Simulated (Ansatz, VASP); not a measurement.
Ge: VASP beside Ansatz

Contents of INCAR:

```
ALGO = Normal
EDIFF = 1E-7
ENCUT = 520
ISIF = 2
ISMEAR = 0
KPAR = 4
LASPH = T
LCHARG = F
LREAL = F
LWAVE = F
NBANDS = 66
NELM = 60
PREC = Accurate
SIGMA = 0.15
```

File KPOINTS:

```
k-points
0
Gamma
  8 8 8
```

Contents of POSCAR:

```
Ge
1.0
   -3.4833464005      3.4374563581      3.4833464005
    3.3915663157     -3.4374563581      3.3915663157
    3.4833464005      3.4374563581     -3.4833464005
Ge
8
Direct
    0.5000000000      0.0000000000      0.7958727303
    0.7958727303      0.5000000000      0.0000000000
    0.0000000000      0.7958727303      0.5000000000
    0.7041272697      0.7041272697      0.7041272697
    0.5000000000      0.0000000000      0.2041272697
    0.2041272697      0.5000000000      0.0000000000
    0.0000000000      0.2041272697      0.5000000000
    0.2958727303      0.2958727303      0.2958727303
```

Input for Ansatz:

```yaml
crystal:
  lattice:
    - [-3.4833464005, 3.4374563581, 3.4833464005]
    - [3.3915663157, -3.4374563581, 3.3915663157]
    - [3.4833464005, 3.4374563581, -3.4833464005]
  atoms:
    - { symbol: Ge, position: [0.5, 0.0, 0.7958727303] }
    - { symbol: Ge, position: [0.7958727303, 0.5, 0.0] }
    - { symbol: Ge, position: [0.0, 0.7958727303, 0.5] }
    - { symbol: Ge, position: [0.7041272697, 0.7041272697, 0.7041272697] }
    - { symbol: Ge, position: [0.5, 0.0, 0.2041272697] }
    - { symbol: Ge, position: [0.2041272697, 0.5, 0.0] }
    - { symbol: Ge, position: [0.0, 0.2041272697, 0.5] }
    - { symbol: Ge, position: [0.2958727303, 0.2958727303, 0.2958727303] }
basis:
  ecutwfc: 420
kpoints:
  mp_grid: { grid: [8, 8, 8] }
hamiltonian:
  xc: lda
  pseudopotentials: { kind: paw, azcp: { folder: soft_1 } }
scf:
  occupations: { method: gaussian, width: 0.15 }
output:
  forces: true
  stress: true
  eigenvalues: true
```

Change from the starting cell: engineering shear strain xz -0.0267, engineering shear strain yz +0.0000.

Alike in both runs: task single point; functional LDA; k mesh 8 × 8 × 8; occupations gaussian, width 0.15 eV; no spin polarisation.

```csv
,VASP,Ansatz
version,VASP 6.6.1,Ansatz 0.2.0
potentials or method,"VASP PAW LDA potentials, release 64 (Ge_d), cutoff 520 eV","scalar-relativistic, plane waves, PAW"
valence electrons in the cell,112,112
```

```csv
,VASP,Ansatz,Ansatz less VASP
gap on the k mesh at the Fermi level (eV),none,none,-
pressure (GPa),0.2,0.1,-0.13
"traceless stress, the component that is largest in VASP (GPa)",1.95,1.94,-0.014
rms of the force components (eV/Å),0.115,0.114,-0.0016
```

Ansatz warns that its potentials were made for another functional, while VASP's fit it. LDA's correlation is that of Perdew and Zunger in VASP and of Perdew and Wang (1992) in Ansatz. Atom by atom the forces differ by 0.005 eV/Å (rms over components). A gap of «none» marks a metal or a gap that the smearing closes.
